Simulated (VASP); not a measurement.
Here is a VASP 6.6.1 calculation.

Contents of INCAR:

```
ALGO = Normal
EDIFF = 1E-7
ENCUT = 520
ISIF = 2
ISMEAR = -1
LASPH = T
LCHARG = T
LELF = T
LREAL = F
LVHAR = T
LWAVE = F
NBANDS = 19
NELM = 80
PREC = Accurate
SIGMA = 0.1
```

Contents of KPOINTS:

```
k-points
0
Gamma
  12 12 12
```

File POSCAR:

```
Hg
1.0
    0.0000000000      2.6857612589      2.6857612589
    2.6857612589      0.0000000000      2.6857612589
    2.6857612589      2.6857612589      0.0000000000
Hg
2
Direct
   -0.1250000000     -0.1250000000     -0.1250000000
    0.1250000000      0.1250000000      0.1250000000
```

Potentials or basis: VASP PAW LDA potentials, release 64 (Hg).

Run with:

```bash
$ cat potpaw_LDA.64/Hg/POTCAR > POTCAR
$ mpirun -np 1 vasp_std > vasp.out
```

Q: What does it give for the band gap on the k mesh?

A: Zero (bands 12 and 13 overlap by 9.81 eV).

Q: What does it give for the pressure?

A: 88.7 GPa.

Caveat: the cell stands under pressure; spin-orbit coupling is left out, which moves the levels of the heavy elements.
